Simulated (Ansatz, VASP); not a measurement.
This is a calculation of Ir for Ansatz 0.2.0.

File input.yaml:

```yaml
crystal:
  lattice:
    - [2.6952115654, 0.0, 0.0]
    - [-1.3476057827, 2.3341216842, 0.0]
    - [0.0, 0.0, 4.3711972971]
  atoms:
    - { symbol: Ir, position: [0.3333333333, 0.6666666667, 0.25] }
    - { symbol: Ir, position: [0.6666666667, 0.3333333333, 0.75] }
kpoints:
  mp_grid: { grid: [11, 11, 6] }
scf:
  occupations: { method: fermi_dirac, width: 0.05 }
hamiltonian:
  xc: lda
  pseudopotentials: { kind: all_electron, lapw: { basis_error: 0.001 } }
output:
  forces: true
  stress: true
  eigenvalues: true
```

Potentials or basis: all-electron LAPW, scalar-relativistic.

Launch:

```console
$ ansatz run input.yaml --threads 1 --pin off --max-ram 3072MiB --backend cpu --events-out ev --progress --plain --runs-dir out
```

Problem. Translate it to VASP 6.6.1. Potentials there: VASP PAW LDA potentials, release 64 (Ir).

Solution. As run (the cutoff follows the program's own potentials):

File INCAR:

```
PREC = Accurate ; ENCUT = 520
EDIFF = 1E-6 ; ISMEAR = -1
SIGMA = 0.05 ; LREAL = F
LASPH = T ; NELM = 80
ALGO = Normal ; ISIF = 2
LWAVE = F ; LCHARG = F
NBANDS = 16
```

Contents of KPOINTS:

```
regular mesh
0
Gamma
  11 11 6
```

Contents of POSCAR:

```
Ir
1.0
    2.6952115654      0.0000000000      0.0000000000
   -1.3476057827      2.3341216842      0.0000000000
    0.0000000000      0.0000000000      4.3711972971
Ir
2
Direct
    0.3333333333      0.6666666667      0.2500000000
    0.6666666667      0.3333333333      0.7500000000
```

Potentials or basis: VASP PAW LDA potentials, release 64 (Ir).

Run with:

```bash
$ cat potpaw_LDA.64/Ir/POTCAR > POTCAR
$ mpirun -np 1 vasp_std > vasp.out
```

Both were run:

|  | VASP | Ansatz | Ansatz less VASP |
| --- | --- | --- | --- |
| gap on the k mesh at the Fermi level (eV) | none | none | - |
| pressure (GPa) | 7.4 | 4.7 | -2.71 |

LDA's correlation is that of Perdew and Zunger in VASP and of Perdew and Wang (1992) in Ansatz. A gap of «none» marks a metal or a gap that the smearing closes. Ansatz ran all-electron here, and VASP with PAW potentials.

Neither program's run includes spin-orbit coupling.
